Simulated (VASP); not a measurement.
# BAs (F-43m) in VASP: notebook

The runs below take BAs through relaxation of cell and atoms, with PBE+D4.

Everything below comes from runs of VASP 6.6.1. Logs are shortened: lines on timing, memory, paths and dates and some standing lists are left out, and cuts for length are marked.

### 1 The cell of the first run

It takes space group F-43m (No. 216, cubic). The conventional cell has a = 4.777 Å, b = 4.777 Å, c = 4.777 Å, α = 90.00°, β = 90.00°, γ = 90.00°. Within 2.7 Å of B (site symmetry -43m) lie 4 As at 2.07 Å. As (site symmetry -43m) has 4 B at 2.07 Å within 2.7 Å.

### 2 Relaxation of cell and atoms, PBE+D4, target pressure -2 GPa, at which the enthalpy is minimised

INCAR

```
SYSTEM = BAs
PREC = Accurate
ENCUT = 500
EDIFF = 1E-7
ISMEAR = 1
SIGMA = 0.01
LREAL = .False.
LASPH = .True.
NELM = 120
ALGO = Normal
ISIF = 3
LWAVE = .False.
LCHARG = .False.
GGA = PE
IVDW = 13
IBRION = 2
NSW = 80
EDIFFG = -0.01
PSTRESS = -20.0
GGA_COMPAT = .False.
NELMIN = 4
```

KPOINTS

```
regular mesh
0
Gamma
  8 8 8
  0 0 0
```

POSCAR

```
BAs
1.0
    0.0000000000      2.3885000000      2.3885000000
    2.3885000000      0.0000000000      2.3885000000
    2.3885000000      2.3885000000      0.0000000000
B As
1 1
Direct
    0.0000000000      0.0000000000      0.0000000000
    0.2500000000      0.2500000000      0.2500000000
```

Potentials or basis: VASP PAW PBE potentials, release 64 (B, As).

Run with:

```
$ cat potpaw_PBE.64/B/POTCAR potpaw_PBE.64/As/POTCAR > POTCAR
$ mpirun -np 1 vasp_std > vasp.out
```

OUTCAR:

```text
SYSTEM = BAs
   PREC = Accurate
   ENCUT = 500
   EDIFF = 1E-7
   ISMEAR = 1
   LREAL = .False.
   LASPH = .True.
   NELM = 120
   ISIF = 3
   GGA = PE
   IVDW = 13
   IBRION = 2
   NSW = 80
   EDIFFG = -0.01
   PSTRESS = -20.0
   NELMIN = 4

 ion  position               nearest neighbor table
   1  0.000  0.000  0.000-   2 2.07   2 2.07   2 2.07   2 2.07
   2  0.250  0.250  0.250-   1 2.07   1 2.07   1 2.07   1 2.07

  LATTYP: Found a face centered cubic cell.
 ALAT       =     4.7770000000

  Lattice vectors:

 A1 = (   0.0000000000,   2.3885000000,   2.3885000000)
 A2 = (   2.3885000000,   0.0000000000,   2.3885000000)
 A3 = (   2.3885000000,   2.3885000000,   0.0000000000)

Analysis of symmetry for initial positions (statically):
=====================================================================
 Subroutine PRICEL returns:
 Original cell was already a primitive cell.

 Routine SETGRP: Setting up the symmetry group for a
 face centered cubic supercell.

 Subroutine GETGRP returns: Found 24 space group operations
 (whereof 24 operations were pure point group operations)
 out of a pool of 48 trial point group operations.

The static configuration has the point symmetry T_d .

Analysis of symmetry for dynamics (positions and initial velocities):
=====================================================================
 Subroutine PRICEL returns:
 Original cell was already a primitive cell.

 Routine SETGRP: Setting up the symmetry group for a
 face centered cubic supercell.

 Subroutine GETGRP returns: Found 24 space group operations
 (whereof 24 operations were pure point group operations)
 out of a pool of 48 trial point group operations.

The dynamic configuration has the point symmetry T_d .

 Subroutine INISYM returns: Found 24 space group operations
 (whereof 24 operations are pure point group operations),
 and found     1 'primitive' translations

----------------------------------------------------------------------------------------

                                     Primitive cell

  volume of cell :      27.2525

  direct lattice vectors                    reciprocal lattice vectors
     0.000000000  2.388500000  2.388500000    -0.209336404  0.209336404  0.209336404
     2.388500000  0.000000000  2.388500000     0.209336404 -0.209336404  0.209336404
     2.388500000  2.388500000  0.000000000     0.209336404  0.209336404 -0.209336404

  length of vectors
     3.377849094  3.377849094  3.377849094     0.362581287  0.362581287  0.362581287

  position of ions in fractional coordinates (direct lattice)
     0.000000000  0.000000000  0.000000000
     0.250000000  0.250000000  0.250000000

  ion indices of the primitive-cell ions
   primitive index   ion index
                 1           1
                 2           2

----------------------------------------------------------------------------------------

 KPOINTS: regular mesh

Automatic generation of k-mesh.
 Grid dimensions read from file:
 generate k-points for:    8    8    8

 Generating k-lattice:

  Cartesian coordinates                     Fractional coordinates (reciprocal lattice)
    -0.026167050  0.026167050  0.026167050     0.125000000  0.000000000  0.000000000
     0.026167050 -0.026167050  0.026167050     0.000000000  0.125000000  0.000000000
     0.026167050  0.026167050 -0.026167050     0.000000000  0.000000000  0.125000000

  Length of vectors
     0.045322661  0.045322661  0.045322661

  Shift w.r.t. Gamma in fractional coordinates (k-lattice)
     0.000000000  0.000000000  0.000000000

 Subroutine IBZKPT returns following result:
 ===========================================

 Found     29 irreducible k-points:

 Following reciprocal coordinates:
            Coordinates               Weight
  0.000000  0.000000  0.000000      1.000000
  0.125000  0.000000  0.000000      8.000000
  0.250000  0.000000  0.000000      8.000000
  0.375000  0.000000  0.000000      8.000000
  0.500000  0.000000  0.000000      4.000000
  0.125000  0.125000  0.000000      6.000000
[... 16 lines left out ...]
  0.500000  0.250000  0.125000     48.000000
 -0.375000  0.250000  0.125000     24.000000
 [... further k-points ...]
   k-points           NKPTS =     29   k-points in BZ     NKDIM =     29   number of bands    NBANDS=      8
   number of dos      NEDOS =    301   number of ions     NIONS =      2
   total plane-waves  NPLWV =  21952
   dimension x,y,z NGX =    28 NGY =   28 NGZ =   28
   dimension x,y,z NGXF=    56 NGYF=   56 NGZF=   56
   ions per type =               1   1
   NGX,Y,Z   is equivalent  to a cutoff of  13.78, 13.78, 13.78 a.u.
   NGXF,Y,Z  is equivalent  to a cutoff of  27.56, 27.56, 27.56 a.u.
 SYSTEM =  BAs
   PREC   = accura    normal or accurate (medium, high low for compatibility)
   ISTART =      0    job   : 0-new  1-cont  2-samecut
   ICHARG =      2    charge: 1-file 2-atom 10-const
   ISPIN  =      1    spin polarized calculation?
   LNONCOLLINEAR =      F non collinear calculations
   LSORBIT =      F    spin-orbit coupling
   LASPH  =      T    aspherical Exc in radial PAW
   ENCUT  =  500.0 eV  36.75 Ry    6.06 a.u.   6.16  6.16  6.16*2*pi/ulx,y,z
   NELM   =    120;   NELMIN=  4; NELMDL= -5     # of ELM steps
   EDIFF  = 0.1E-06   stopping-criterion for ELM
   LREAL  =      F    real-space projection
   EDIFFG = -.1E-01   stopping-criterion for IOM
   NSW    =     80    number of steps for IOM
   IBRION =      2    ionic relax: 0-MD 1-quasi-New 2-CG
   NFREE  =      1    steps in history (QN), initial steepest desc. (CG)
   ISIF   =      3    stress and relaxation
   ISYM   =      2    0-nonsym 1-usesym 2-fastsym
   POTIM  = 0.5000    time-step for ionic-motion
   TEBEG  =    0.0;   TEEND  =   0.0 temperature during run
   PSTRESS=  -20.0 pullay stress
   NELECT =       8.0000    total number of electrons
   NUPDOWN=      -1.0000    fix difference up-down
   EMIN   =  10.00;   EMAX   =-10.00  energy-range for DOS
   EFERMI =   0.00;   METHOD = LEGACY
   ISMEAR =     1;   SIGMA  =   0.01  broadening in eV -4-tet -1-fermi 0-gaus
   EFERMI_NEDOS =   21; number of points for ismear=-14 and -15
   IALGO  =     38    algorithm
   IMIX   =      4    mixing-type and parameters
     AMIX     =   0.40;   BMIX     =  1.00
     AMIX_MAG =   1.60;   BMIX_MAG =  1.00
  volume/ion in A,a.u.               =      13.63        91.95
  Fermi-wavevector in a.u.,A,eV,Ry     =   1.088018  2.056057 16.106360  1.183784
  Thomas-Fermi vector in A             =   2.224191
   LORBIT       =      0    0 simple, 1 ext, 2 COOP (PROOUT), +10 PAW based schemes
   GGA     = PE    functional components
   LHFCALC =     F    Hartree Fock is set to
   AEXX    =    0.0000 exact exchange contribution
   IVDW    =    13    specifies the selected vdW correction
   LEPSILON=     F    determine dielectric tensor
   LRPA    =     F    only Hartree local field effects (RPA)
 conjugate gradient relaxation of ions
 non-spin polarized calculation
 Methfessel and Paxton  Order N= 1 SIGMA  =   0.01
  energy-cutoff  :      500.00
  volume of cell :       27.25
 maximum number of plane-waves:       701
 NGX is ok and might be reduce to    28
   NGX = 13   NGY = 13   NGZ = 13

--------------------------------------- Ionic step        1  -------------------------------------------

 number of electron       8.0000000 magnetization

 Free energy of the ion-electron system (eV)
  ---------------------------------------------------
  ext. energy  EPLUGINS =         0.00000000
  ---------------------------------------------------
  free energy    TOTEN  =       -11.40395257 eV

  energy without entropy =      -11.40395257  energy(sigma->0) =      -11.40395257

------------------------ aborting loop because EDIFF is reached ----------------------------------------

  DFT-D4 for vdW energy calculation

  Edisp (eV):   -0.75132

  FORCE on cell =-STRESS in cart. coord.  units (eV):
  Direction    XX          YY          ZZ          XY          YZ          ZX
  --------------------------------------------------------------------------------------
  -------------------------------------------------------------------------------------
  Total      -0.16392    -0.16392    -0.16392     0.00000     0.00000    -0.00000
  in kB      -9.63713    -9.63713    -9.63713     0.00000     0.00000    -0.00000
  external pressure =       10.36 kB  Pullay stress =      -20.00 kB
[... 65 lines left out ...]
  enthalpy is  TOTEN    =       -12.4958525025 eV   P V=       -0.3445506314

--------------------------------------- Ionic step        3  -------------------------------------------

 number of electron       8.0000000 magnetization

 Free energy of the ion-electron system (eV)
  ---------------------------------------------------
  ext. energy  EPLUGINS =         0.00000000
  ---------------------------------------------------
  free energy    TOTEN  =       -11.40771474 eV

  energy without entropy =      -11.40771474  energy(sigma->0) =      -11.40771474

 E-fermi :   6.0982     XC(G=0): -10.5505

 val. band max:        6.0427545190   @ k =   0.0000   0.0000   0.0000
 cond. band min:       7.2391096703   @ k =   0.3750   0.3750   0.0000
 fundamental gap:      1.1963551513
 Fermi energy:         6.0981681042

 k-point     1 :       0.0000    0.0000    0.0000
  band No.  band energies     occupation
      1      -9.2890      2.00000
      2       6.0428      2.00000
      3       6.0428      2.00000
      4       6.0428      2.00000
      5       9.3092      0.00000
      6       9.3092      0.00000
      7       9.3092      0.00000
      8      10.6323      0.00000
[... 243 lines left out ...]
 k-point    24 :      -0.3750    0.2500    0.1250
  band No.  band energies     occupation
      1      -5.8764      2.00000
      2      -2.1997      2.00000
      3       1.5109      2.00000
      4       2.9949      2.00000
      5       9.9956      0.00000
      6      10.7843      0.00000
      7      13.4590      0.00000
      8      15.0213      0.00000

 [... further k-points ...]

------------------------ aborting loop because EDIFF is reached ----------------------------------------

  DFT-D4 for vdW energy calculation

  Edisp (eV):   -0.74561

  FORCE on cell =-STRESS in cart. coord.  units (eV):
  Direction    XX          YY          ZZ          XY          YZ          ZX
  --------------------------------------------------------------------------------------
  -------------------------------------------------------------------------------------
  Total      -0.34121    -0.34121    -0.34121     0.00000     0.00000    -0.00000
  in kB     -19.90647   -19.90647   -19.90647     0.00000     0.00000    -0.00000
  external pressure =        0.09 kB  Pullay stress =      -20.00 kB
[... 17 lines left out ...]
  FREE ENERGIE OF THE ION-ELECTRON SYSTEM (eV)
  ---------------------------------------------------
  free  energy   TOTEN  =       -12.1533223804 eV

  energy  without entropy=      -12.1533223804  energy(sigma->0) =      -12.15332238

  enthalpy is  TOTEN    =       -12.4961340206 eV   P V=       -0.3428116401

 reached required accuracy - stopping structural energy minimisation
```

Run time: 21 s. Hardware: 1 thread of Intel Xeon 6975P-C (Granite Rapids), shared host; peak memory 0.16 GiB.

Results:

* Free energy: -12.1533 eV
* Relaxed volume: 13.73 Å³/atom
* Relaxed cell: a = 3.386 Å, b = 3.386 Å, c = 3.386 Å, α = 60.00°, β = 60.00°, γ = 60.00°
* Space group after relaxing (to 0.05 Å): F-43m (No. 216)
* Energy change on relaxing (the enthalpy is what falls): +1.0 meV/atom
* Ionic steps: 3
* Pressure after relaxing: -2.0 GPa
* Band gap on the k mesh: 1.20 eV, indirect (least direct gap 3.27 eV)
* Dispersion energy per atom: -0.373 eV

Step by step:
```csv
step,energy change (eV),largest force (eV/Å),pressure (GPa),volume (Å³)
1,0.0000,0.0000,-0.96,27.25
2,0.0040,0.0000,-2.65,27.60
3,0.0020,0.0000,-1.99,27.46
```

Final structure:
```
CELL_PARAMETERS angstrom
0.00000 2.39461 2.39461
2.39461 0.00000 2.39461
2.39461 2.39461 0.00000
ATOMIC_POSITIONS crystal
B 0.00000 0.00000 0.00000
As 0.25000 0.25000 0.25000
```

Levels at points of the mesh, in eV from the valence-band top:
```csv
k point,band 2,band 3,band 4,band 5,band 6,band 7
"(0.00, 0.00, 0.00)",0.00,0.00,0.00,3.27,3.27,3.27
"(0.50, 0.00, 0.00)",-8.73,-1.81,-1.81,2.65,4.77,4.77
"(0.50, 0.50, 0.00)",-8.49,-4.05,-4.05,1.44,1.45,11.29
```

Caveat: the cell is relaxed towards a set pressure, so the enthalpy falls and the energy may rise. A k mesh can miss the band edges.

(Continued in part 2 of 2.)
